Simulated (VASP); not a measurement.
# Na2BrF (P4/mmm) in VASP: a series of runs

Runs on Na2BrF. Level: PBE. Tasks: single point, relaxation of cell and atoms.

Program: VASP 6.6.1. These are calculated values, not measurements. Logs are shortened: lines on timing, memory, paths and dates and some standing lists are left out, and cuts for length are marked.

### Step 1. The cell of the first run

It takes space group P4/mmm (No. 123, tetragonal). Conventional cell: a = 3.951 Å, b = 3.951 Å, c = 5.515 Å, α = 90.00°, β = 90.00°, γ = 90.00°. Within 3.6 Å of Na (site symmetry 4/mmm) lie 2 F at 2.76 Å and 4 Br at 2.79 Å. Within 3.6 Å of Na (site symmetry 4/mmm) lie 2 Br at 2.76 Å and 4 F at 2.79 Å. Br (site symmetry 4/mmm) has 6 Na at 2.76 to 2.79 Å within 3.6 Å. Within 3.6 Å of F (site symmetry 4/mmm) lie 6 Na at 2.76 to 2.79 Å.

### Step 2. Single point, PBE

INCAR reads:

```
PREC = Accurate
ENCUT = 520
EDIFF = 1E-6
ISMEAR = 0
SIGMA = 0.02
LREAL = False
LASPH = True
NELM = 100
ALGO = Normal
ISIF = 2
LWAVE = False
LCHARG = False
GGA = PE
NBANDS = 22
```

KPOINTS reads:

```
Automatic mesh
0
Gamma
  6 6 4
```

POSCAR reads:

```
Na2BrF
1.0
    3.9508294180      0.0000000000      0.0000000000
    0.0000000000      3.9508294180      0.0000000000
    0.0000000000      0.0000000000      5.5152095289
Na Br F
2 1 1
Direct
    0.0000000000      0.0000000000      0.0000000000
    0.5000000000      0.5000000000      0.5000000000
    0.5000000000      0.5000000000      0.0000000000
    0.0000000000      0.0000000000      0.5000000000
```

Potentials or basis: VASP PAW PBE potentials, release 64 (Na_pv, Br, F).

On the command line:

```console
$ cat potpaw_PBE.64/Na_pv/POTCAR potpaw_PBE.64/Br/POTCAR potpaw_PBE.64/F/POTCAR > POTCAR
$ mpirun -np 1 vasp_std > vasp.out
```

OUTCAR:

```text
PREC = Accurate
   ENCUT = 520
   EDIFF = 1E-6
   ISMEAR = 0
   LREAL = False
   LASPH = True
   NELM = 100
   ISIF = 2
   GGA = PE

 ion  position               nearest neighbor table
   1  0.000  0.000  0.000-
   2  0.500  0.500  0.500-   3 2.76   3 2.76
   3  0.500  0.500  0.000-   2 2.76   2 2.76
   4  0.000  0.000  0.500-

  LATTYP: Found a simple tetragonal cell.
 ALAT       =     3.9508294180
 C/A-ratio  =     1.3959624538

  Lattice vectors:

 A1 = (   3.9508294180,   0.0000000000,   0.0000000000)
 A2 = (   0.0000000000,   3.9508294180,   0.0000000000)
 A3 = (   0.0000000000,   0.0000000000,   5.5152095289)

Analysis of symmetry for initial positions (statically):
=====================================================================
 Subroutine PRICEL returns:
 Original cell was already a primitive cell.

 Routine SETGRP: Setting up the symmetry group for a
 simple tetragonal supercell.

 Subroutine GETGRP returns: Found 16 space group operations
 (whereof 16 operations were pure point group operations)
 out of a pool of 16 trial point group operations.

The static configuration has the point symmetry D_4h.

Analysis of symmetry for dynamics (positions and initial velocities):
=====================================================================
 Subroutine PRICEL returns:
 Original cell was already a primitive cell.

 Routine SETGRP: Setting up the symmetry group for a
 simple tetragonal supercell.

 Subroutine GETGRP returns: Found 16 space group operations
 (whereof 16 operations were pure point group operations)
 out of a pool of 16 trial point group operations.

The dynamic configuration has the point symmetry D_4h.

 Subroutine INISYM returns: Found 16 space group operations
 (whereof 16 operations are pure point group operations),
 and found     1 'primitive' translations

----------------------------------------------------------------------------------------

                                     Primitive cell

  volume of cell :      86.0872

  direct lattice vectors                    reciprocal lattice vectors
     3.950829418  0.000000000  0.000000000     0.253111409  0.000000000  0.000000000
     0.000000000  3.950829418  0.000000000     0.000000000  0.253111409  0.000000000
     0.000000000  0.000000000  5.515209529     0.000000000  0.000000000  0.181316774

  length of vectors
     3.950829418  3.950829418  5.515209529     0.253111409  0.253111409  0.181316774

  position of ions in fractional coordinates (direct lattice)
     0.000000000  0.000000000  0.000000000
     0.500000000  0.500000000  0.500000000
     0.500000000  0.500000000  0.000000000
     0.000000000  0.000000000  0.500000000

  ion indices of the primitive-cell ions
   primitive index   ion index
                 1           1
                 2           2
                 3           3
                 4           4

----------------------------------------------------------------------------------------

 KPOINTS: Automatic mesh

Automatic generation of k-mesh.
 Grid dimensions read from file:
 generate k-points for:    6    6    4

 Generating k-lattice:

  Cartesian coordinates                     Fractional coordinates (reciprocal lattice)
     0.042185235  0.000000000  0.000000000     0.166666667  0.000000000  0.000000000
     0.000000000  0.042185235  0.000000000     0.000000000  0.166666667  0.000000000
     0.000000000  0.000000000  0.045329194     0.000000000  0.000000000  0.250000000

  Length of vectors
     0.042185235  0.042185235  0.045329194

  Shift w.r.t. Gamma in fractional coordinates (k-lattice)
     0.000000000  0.000000000  0.000000000

 Subroutine IBZKPT returns following result:
 ===========================================

 Found     30 irreducible k-points:

 Following reciprocal coordinates:
            Coordinates               Weight
  0.000000  0.000000  0.000000      1.000000
  0.166667  0.000000  0.000000      4.000000
  0.333333  0.000000  0.000000      4.000000
  0.500000  0.000000  0.000000      2.000000
  0.166667  0.166667  0.000000      4.000000
  0.333333  0.166667  0.000000      8.000000
[... 16 lines left out ...]
  0.333333  0.000000  0.500000      4.000000
  0.500000  0.000000  0.500000      2.000000
 [... further k-points ...]
   k-points           NKPTS =     30   k-points in BZ     NKDIM =     30   number of bands    NBANDS=     22
   number of dos      NEDOS =    301   number of ions     NIONS =      4
   total plane-waves  NPLWV =  37800
   dimension x,y,z NGX =    30 NGY =   30 NGZ =   42
   dimension x,y,z NGXF=    60 NGYF=   60 NGZF=   84
   ions per type =               2   1   1
   NGX,Y,Z   is equivalent  to a cutoff of  12.62, 12.62, 12.66 a.u.
   NGXF,Y,Z  is equivalent  to a cutoff of  25.25, 25.25, 25.32 a.u.
 SYSTEM =  unknown system
   PREC   = accura    normal or accurate (medium, high low for compatibility)
   ISTART =      0    job   : 0-new  1-cont  2-samecut
   ICHARG =      2    charge: 1-file 2-atom 10-const
   ISPIN  =      1    spin polarized calculation?
   LNONCOLLINEAR =      F non collinear calculations
   LSORBIT =      F    spin-orbit coupling
   LASPH  =      T    aspherical Exc in radial PAW
   ENCUT  =  520.0 eV  38.22 Ry    6.18 a.u.   7.35  7.35 10.25*2*pi/ulx,y,z
   NELM   =    100;   NELMIN=  2; NELMDL= -5     # of ELM steps
   EDIFF  = 0.1E-05   stopping-criterion for ELM
   LREAL  =      F    real-space projection
   EDIFFG = 0.1E-04   stopping-criterion for IOM
   NSW    =      0    number of steps for IOM
   IBRION =     -1    ionic relax: 0-MD 1-quasi-New 2-CG
   NFREE  =      0    steps in history (QN), initial steepest desc. (CG)
   ISIF   =      2    stress and relaxation
   ISYM   =      2    0-nonsym 1-usesym 2-fastsym
   POTIM  = 0.5000    time-step for ionic-motion
   TEBEG  =    0.0;   TEEND  =   0.0 temperature during run
   PSTRESS=    0.0 pullay stress
   NELECT =      28.0000    total number of electrons
   NUPDOWN=      -1.0000    fix difference up-down
   EMIN   =  10.00;   EMAX   =-10.00  energy-range for DOS
   EFERMI =   0.00;   METHOD = LEGACY
   ISMEAR =     0;   SIGMA  =   0.02  broadening in eV -4-tet -1-fermi 0-gaus
   EFERMI_NEDOS =   21; number of points for ismear=-14 and -15
   IALGO  =     38    algorithm
   IMIX   =      4    mixing-type and parameters
     AMIX     =   0.40;   BMIX     =  1.00
     AMIX_MAG =   1.60;   BMIX_MAG =  1.00
  volume/ion in A,a.u.               =      21.52       145.24
  Fermi-wavevector in a.u.,A,eV,Ry     =   1.125852  2.127552 17.245967  1.267543
  Thomas-Fermi vector in A             =   2.262531
   LORBIT       =      0    0 simple, 1 ext, 2 COOP (PROOUT), +10 PAW based schemes
   GGA     = PE    functional components
   LHFCALC =     F    Hartree Fock is set to
   AEXX    =    0.0000 exact exchange contribution
   IVDW    =     0    specifies the selected vdW correction
   LEPSILON=     F    determine dielectric tensor
   LRPA    =     F    only Hartree local field effects (RPA)
 non-spin polarized calculation
 Gauss-broadening in eV      SIGMA  =   0.02
  energy-cutoff  :      520.00
  volume of cell :       86.09
 maximum number of plane-waves:      2341
 NGX is ok and might be reduce to    30
   NGX = 15   NGY = 15   NGZ = 21

 number of electron      28.0000002 magnetization

 Free energy of the ion-electron system (eV)
  ---------------------------------------------------
  ext. energy  EPLUGINS =         0.00000000
  ---------------------------------------------------
  free energy    TOTEN  =       -13.91055407 eV

  energy without entropy =      -13.91055407  energy(sigma->0) =      -13.91055407

 E-fermi :  -1.4024     XC(G=0):  -7.8954

 val. band max:       -1.5439545184   @ k =   0.0000   0.0000   0.0000
 cond. band min:       2.9193938899   @ k =   0.0000   0.0000   0.0000
 fundamental gap:      4.4633484083
 Fermi energy:        -1.4023573725

 k-point     1 :       0.0000    0.0000    0.0000
  band No.  band energies     occupation
      1     -22.6236      2.00000
      2     -22.6236      2.00000
      3     -22.6115      2.00000
      4     -22.5707      2.00000
      5     -22.5489      2.00000
      6     -22.5489      2.00000
[... 14 lines left out ...]
     21      11.8931      0.00000
     22      12.1026      0.00000

 k-point     2 :       0.1667    0.0000    0.0000
  band No.  band energies     occupation
      1     -22.6292      2.00000
      2     -22.6228      2.00000
      3     -22.6104      2.00000
      4     -22.5712      2.00000
      5     -22.5536      2.00000
      6     -22.5487      2.00000
[... 14 lines left out ...]
     21      10.8594      0.00000
     22      11.0154      0.00000

 k-point     3 :       0.3333    0.0000    0.0000
  band No.  band energies     occupation
      1     -22.6403      2.00000
      2     -22.6211      2.00000
      3     -22.6082      2.00000
      4     -22.5723      2.00000
      5     -22.5630      2.00000
      6     -22.5482      2.00000
[... 14 lines left out ...]
     21      10.5922      0.00000
     22      11.0167      0.00000

 k-point     4 :       0.5000    0.0000    0.0000
  band No.  band energies     occupation
      1     -22.6459      2.00000
      2     -22.6203      2.00000
      3     -22.6070      2.00000
      4     -22.5729      2.00000
      5     -22.5677      2.00000
      6     -22.5480      2.00000
[... 14 lines left out ...]
     21      10.6335      0.00000
     22      11.4233      0.00000

 k-point     5 :       0.1667    0.1667    0.0000
  band No.  band energies     occupation
      1     -22.6291      2.00000
      2     -22.6268      2.00000
      3     -22.6095      2.00000
      4     -22.5715      2.00000
      5     -22.5547      2.00000
      6     -22.5509      2.00000
[... 14 lines left out ...]
     21      10.9662      0.00000
     22      11.6078      0.00000

 k-point     6 :       0.3333    0.1667    0.0000
  band No.  band energies     occupation
      1     -22.6385      2.00000
      2     -22.6255      2.00000
      3     -22.6078      2.00000
      4     -22.5722      2.00000
      5     -22.5613      2.00000
      6     -22.5508      2.00000
[... 14 lines left out ...]
     21      10.8705      0.00000
     22      11.6687      0.00000

 k-point     7 :       0.5000    0.1667    0.0000
  band No.  band energies     occupation
      1     -22.6436      2.00000
      2     -22.6245      2.00000
      3     -22.6068      2.00000
      4     -22.5726      2.00000
      5     -22.5650      2.00000
      6     -22.5503      2.00000
[... 324 lines left out ...]
      6     -22.5574      2.00000
[... 14 lines left out ...]
     21      10.1650      0.00000
     22      12.5156      0.00000

 k-point    21 :       0.0000    0.0000    0.5000
  band No.  band energies     occupation
      1     -22.6233      2.00000
      2     -22.6233      2.00000
      3     -22.6123      2.00000
      4     -22.5797      2.00000
      5     -22.5491      2.00000
      6     -22.5491      2.00000
[... 14 lines left out ...]
     21      10.0240      0.00000
     22      11.5683      0.00000

 k-point    22 :       0.1667    0.0000    0.5000
  band No.  band energies     occupation
      1     -22.6333      2.00000
      2     -22.6225      2.00000
      3     -22.6077      2.00000
      4     -22.5816      2.00000
      5     -22.5515      2.00000
      6     -22.5489      2.00000
[... 14 lines left out ...]
     21      11.0199      0.00000
     22      11.0918      0.00000

 k-point    23 :       0.3333    0.0000    0.5000
  band No.  band energies     occupation
      1     -22.6477      2.00000
      2     -22.6210      2.00000
      3     -22.6039      2.00000
      4     -22.5866      2.00000
      5     -22.5550      2.00000
      6     -22.5483      2.00000
[... 14 lines left out ...]
     21      10.4013      0.00000
     22      11.7417      0.00000

 k-point    24 :       0.5000    0.0000    0.5000
  band No.  band energies     occupation
      1     -22.6542      2.00000
      2     -22.6203      2.00000
      3     -22.6027      2.00000
      4     -22.5895      2.00000
      5     -22.5563      2.00000
      6     -22.5480      2.00000
[... 14 lines left out ...]
     21      10.5725      0.00000
     22      12.1828      0.00000

 [... further k-points ...]

------------------------ aborting loop because EDIFF is reached ----------------------------------------

  FORCE on cell =-STRESS in cart. coord.  units (eV):
  Direction    XX          YY          ZZ          XY          YZ          ZX
  --------------------------------------------------------------------------------------
  -------------------------------------------------------------------------------------
  Total       -0.0177955     -0.0177955     -0.0253064      0.0000000      0.0000000      0.0000000
  in kB       -0.3311945     -0.3311945     -0.4709808      0.0000000      0.0000000      0.0000000
  external PRESSURE =      -0.3777900 kB  Pullay stress =       0.0000000 kB

 VOLUME and BASIS-vectors are now :
 -----------------------------------------------------------------------------
  energy-cutoff  :      520.00
  volume of cell :       86.09
      direct lattice vectors                 reciprocal lattice vectors
     3.950829418  0.000000000  0.000000000     0.253111409  0.000000000  0.000000000
     0.000000000  3.950829418  0.000000000     0.000000000  0.253111409  0.000000000
     0.000000000  0.000000000  5.515209529     0.000000000  0.000000000  0.181316774

 POSITION                                       TOTAL-FORCE (eV/Angst)
 -----------------------------------------------------------------------------------
      0.00000      0.00000      0.00000         0.000000      0.000000      0.000000
      1.97541      1.97541      2.75760         0.000000      0.000000      0.000000
      1.97541      1.97541      0.00000         0.000000      0.000000      0.000000
      0.00000      0.00000      2.75760         0.000000      0.000000      0.000000
 -----------------------------------------------------------------------------------
    total drift:                                0.000000      0.000000      0.000000

  FREE ENERGIE OF THE ION-ELECTRON SYSTEM (eV)
  ---------------------------------------------------
  free  energy   TOTEN  =       -13.9105540745 eV

  energy  without entropy=      -13.9105540745  energy(sigma->0) =      -13.91055407
```

Run time: 44 s. Hardware: 1 thread of Intel Xeon Platinum 8259CL at 2.50GHz (Skylake/Cascade Lake), shared host; peak memory 0.21 GiB.

Results:

```
Free energy            : -13.9106 eV
Pressure               : 0.0 GPa
Band gap on the k mesh : 4.46 eV, direct
```

PBE gaps usually lie below the measured ones, often by a third to a half.

### Step 3. Relaxation of cell and atoms, PBE

This run uses another cell than the first one, of 21.22 Å³/atom, 0.986 times its volume.

INCAR reads:

```
ALGO = Normal
EDIFF = 1E-7
EDIFFG = -0.005
ENCUT = 600
GGA = PE
IBRION = 2
ISIF = 3
ISMEAR = 0
LASPH = T
LCHARG = F
LREAL = F
LWAVE = F
NELM = 100
NSW = 100
PREC = Accurate
SIGMA = 0.02
```

KPOINTS reads:

```
k-points
0
Gamma
  6 6 4
```

POSCAR reads:

```
Na2BrF
1.0
    3.9302082713      0.0000000000      0.0000000000
    0.0000000000      3.9302082713      0.0000000000
    0.0000000000      0.0000000000      5.4955264014
Na Br F
2 1 1
Direct
    0.0000000000      0.0000000000      0.0000000000
    0.5000000000      0.5000000000      0.5000000000
    0.5000000000      0.5000000000      0.0000000000
    0.0000000000      0.0000000000      0.5000000000
```

Potentials or basis: VASP PAW PBE potentials, release 64 (Na_pv, Br, F).

On the command line:

```console
$ cat potpaw_PBE.64/Na_pv/POTCAR potpaw_PBE.64/Br/POTCAR potpaw_PBE.64/F/POTCAR > POTCAR
$ mpirun -np 1 vasp_std > vasp.out
```

Wall time 89 s (1 thread of Intel Xeon Platinum 8259CL at 2.50GHz (Skylake/Cascade Lake), shared host); peak memory 0.25 GiB.

Results (log left out):

* Free energy: -13.9110 eV
* Relaxed volume: 21.48 Å³/atom
* Relaxed cell: a = 3.947 Å, b = 3.947 Å, c = 5.514 Å, α = 90.00°, β = 90.00°, γ = 90.00°
* Space group after relaxing (to 0.05 Å): P4/mmm (No. 123)
* Energy gained by relaxing: 0.3 meV/atom
* Ionic steps: 3
* Pressure after relaxing: 0.0 GPa
* Band gap on the k mesh: 4.47 eV, direct

The path:
| step | energy change (eV) | largest force (eV/Å) | pressure (GPa) | volume (Å³) |
| --- | --- | --- | --- | --- |
| 1 | 0.0000 | 0.0000 | 0.31 | 84.89 |
| 2 | -0.0008 | 0.0000 | 0.16 | 85.40 |
| 3 | -0.0011 | 0.0000 | 0.02 | 85.90 |

Final structure:
```
Na Br F
1.0
     3.94697    0.00000    0.00000
     0.00000    3.94697    0.00000
     0.00000    0.00000    5.51400
Na Br F
2 1 1
Direct
  0.00000 0.00000 0.00000
  0.50000 0.50000 0.50000
  0.50000 0.50000 0.00000
  0.00000 0.00000 0.50000
```

Levels at points of the mesh, in eV from the valence-band top:
```csv
k point,band 10,band 11,band 12,band 13,band 14,band 15,band 16,band 17,band 18
"(0.00, 0.00, 0.00)",-0.45,-0.45,-0.03,0.00,0.00,4.47,7.72,8.00,10.74
"(0.50, 0.00, 0.00)",-0.93,-0.64,-0.40,-0.20,-0.19,7.09,8.19,8.34,9.13
"(0.50, 0.50, 0.00)",-1.65,-0.67,-0.34,-0.34,-0.32,7.01,8.56,8.56,8.65
"(0.00, 0.00, 0.50)",-0.50,-0.27,-0.27,-0.20,-0.20,6.33,6.78,8.28,10.35
"(0.50, 0.00, 0.50)",-1.52,-0.20,-0.19,-0.19,-0.17,6.50,7.77,9.35,10.58
"(0.50, 0.50, 0.50)",-1.52,-0.90,-0.53,-0.53,-0.39,7.64,8.11,8.11,10.91
```

(Continued in part 2 of 3.)
